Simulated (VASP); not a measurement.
Set up this calculation in VASP 6.6.1, as the native input.

| Quantity | Value |
| --- | --- |
| Task | single point |
| Functional | r2SCAN |
| Potentials or basis | VASP PAW PBE potentials, release 64 (B, N) |
| Cutoff | 520 eV |
| k mesh | 6 × 6 × 6 |
| Occupations | gaussian, width 0.05 eV |
| Spin | no spin polarisation |
| Dipole correction | no |
| Further INCAR settings | ALGO = Normal; EDIFF = 1e-07; NBANDS = 26 |

BN:

```
B N
1.0
     3.62600    0.00000    0.00000
     0.00000   -3.62600    0.00000
     0.00000    0.00000   -3.62600
B N
4 4
Direct
  0.00000 0.50000 0.50000
  0.50000 0.00000 0.50000
  0.50000 0.50000 0.00000
  0.00000 0.00000 0.00000
  0.75000 0.75000 0.70863
  0.25000 0.25000 0.75000
  0.25000 0.75000 0.25000
  0.75000 0.25000 0.25000
```

This cell differs from its parent crystal: atom 5 (N) moved +0.150 Å along Cartesian [0 0 1].

One way to write it, as run:

POSCAR

```
BN
1.0
    3.6260020000      0.0000000000      0.0000000000
    0.0000000000     -3.6260020000      0.0000000000
    0.0000000000      0.0000000000     -3.6260020000
B N
4 4
Direct
    0.0000000000      0.5000000000      0.5000000000
    0.5000000000      0.0000000000      0.5000000000
    0.5000000000      0.5000000000      0.0000000000
    0.0000000000      0.0000000000      0.0000000000
    0.7500000000      0.7500000000      0.7086321243
    0.2500000000      0.2500000000      0.7500000000
    0.2500000000      0.7500000000      0.2500000000
    0.7500000000      0.2500000000      0.2500000000
```

INCAR.step1

```
PREC = Accurate
ENCUT = 520
ISMEAR = 0
SIGMA = 0.05
LREAL = False
LASPH = True
NELM = 80
NBANDS = 26
GGA = PE
ALGO = Normal
EDIFF = 1E-4
LWAVE = True
LCHARG = False
```

INCAR.step2

```
PREC = Accurate
ENCUT = 520
EDIFF = 1E-7
ISMEAR = 0
SIGMA = 0.05
LREAL = False
LASPH = True
NELM = 80
ALGO = Normal
ISIF = 2
LWAVE = False
LCHARG = False
METAGGA = R2SCAN
LMIXTAU = True
NBANDS = 26
ISTART = 1
```

KPOINTS

```
regular mesh
0
Gamma
  6 6 6
```

Potentials or basis: VASP PAW PBE potentials, release 64 (B, N).

Launch:

```bash
$ cat potpaw_PBE.64/B/POTCAR potpaw_PBE.64/N/POTCAR > POTCAR
$ cp INCAR.step1 INCAR
$ mpirun -np 1 vasp_std > vasp.out
$ cp INCAR.step2 INCAR
$ mpirun -np 1 vasp_std > vasp.out
```

Results of the run:

* Pressure: -2.1 GPa
* Largest force: 5.279 eV/Å
* Band gap on the k mesh: 4.55 eV

Caveat: the cell differs from its parent crystal (atom 5 (N) moved +0.150 Å along Cartesian [0 0 1]); the PAW data sets were made with another functional, which shifts forces and pressure a little.

Run time: 4.6 min on 1 thread of Intel(R) Xeon(R) Platinum 8175M CPU @ 2.50GHz (Skylake/Cascade Lake) (shared host), peak memory 0.18 GiB.
